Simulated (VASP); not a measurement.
Rb3Sb2P3: relaxation of cell and atoms with PBE

Crystal: Rb3Sb2P3.

```
Rb Sb P
1.0
     7.72158    0.00000    0.00000
     0.00000    7.72158    0.00000
     0.00000    0.00000    7.72158
Rb Sb P
3 2 3
Direct
  0.50000 0.00000 0.00000
  0.00000 0.50000 0.00000
  0.00000 0.00000 0.50000
  0.50000 0.50000 0.50000
  0.00000 0.00000 0.00000
  0.00000 0.50000 0.50000
  0.50000 0.00000 0.50000
  0.50000 0.50000 0.00000
```

The cell was generated, and may not be a known phase.

| Quantity | Value |
| --- | --- |
| Program | VASP 6.6.1 |
| Task | relaxation of cell and atoms |
| Functional | PBE |
| Potentials or basis | VASP PAW PBE potentials, release 64 (Rb_sv, Sb, P) |
| Cutoff | 600 eV |
| k mesh | 2 × 2 × 2 |
| Occupations | gaussian, width 0.1 eV |
| Spin | no spin polarisation |
| Dipole correction | no |
| Further INCAR settings | ALGO = Normal; EDIFF = 1e-07; IBRION = 2; EDIFFG = -0.04; NSW = 90; ISIF = 3 |

```json
{
 "Relaxed volume": "35.32 Å³/atom",
 "Relaxed cell": "a = 6.562 Å, b = 6.562 Å, c = 6.562 Å, α = 90.00°, β = 90.00°, γ = 90.00°",
 "Space group after relaxing (to 0.1 Å)": "Pm-3m (No. 221)",
 "Energy gained by relaxing": "292.3 meV/atom",
 "Ionic steps": "6",
 "Pressure after relaxing": "0.0 GPa",
 "Band gap on the k mesh": "zero (bands 26 and 27 overlap by 0.31 eV)"
}
```

Step by step:
```
step  energy change (eV)  largest force (eV/Å)  pressure (GPa)  volume (Å³)
   1              0.0000                0.0000           -2.73       460.38
   2             -1.0518                0.0000           -2.62       398.10
   3             -1.9807                0.0000            3.69       245.40
   4             -2.2177                0.0000           -1.28       310.24
   5             -2.3306                0.0000           -0.38       289.40
   6             -2.3383                0.0000            0.03       282.52
```

Final structure:
```
Rb Sb P
1.0
     6.56171    0.00000    0.00000
     0.00000    6.56171    0.00000
     0.00000    0.00000    6.56171
Rb Sb P
3 2 3
Direct
  0.50000 0.00000 0.00000
  0.00000 0.50000 0.00000
  0.00000 0.00000 0.50000
  0.50000 0.50000 0.50000
  0.00000 0.00000 0.00000
  0.00000 0.50000 0.50000
  0.50000 0.00000 0.50000
  0.50000 0.50000 0.00000
```

Levels at points of the mesh, in eV from the Fermi level:
| k point | band 21 | band 22 | band 23 | band 24 | band 25 | band 26 | band 27 | band 28 | band 29 | band 30 |
| --- | --- | --- | --- | --- | --- | --- | --- | --- | --- | --- |
| (0.00, 0.00, 0.00) | -0.13 | -0.13 | -0.13 | 0.16 | 0.16 | 0.16 | 0.73 | 0.73 | 0.73 | 3.55 |
| (0.50, 0.00, 0.00) | -0.69 | -0.52 | -0.27 | -0.27 | 0.01 | 0.07 | 0.07 | 0.50 | 0.50 | 0.77 |
| (0.50, 0.50, 0.00) | -1.07 | -0.36 | -0.36 | -0.22 | -0.20 | -0.12 | -0.12 | 0.05 | 0.07 | 0.52 |
| (0.50, 0.50, 0.50) | -0.27 | -0.27 | -0.27 | -0.25 | -0.16 | -0.16 | -0.16 | -0.02 | -0.02 | -0.02 |

It took 16 min on 1 thread of Intel(R) Xeon(R) Platinum 8375C CPU @ 2.90GHz (Ice Lake), with other jobs on the host, peak memory 0.68 GiB.

Caveat: the k points lie up to 0.48 Å⁻¹ apart in the final cell; the volume moved by over 15 % at a fixed basis, so the end points are rough; the highest band is partly filled, so the run has too few bands; semilocal functionals underestimate gaps, and a narrow one can read as zero; spin-orbit coupling is left out, which moves the levels of the heavy elements.
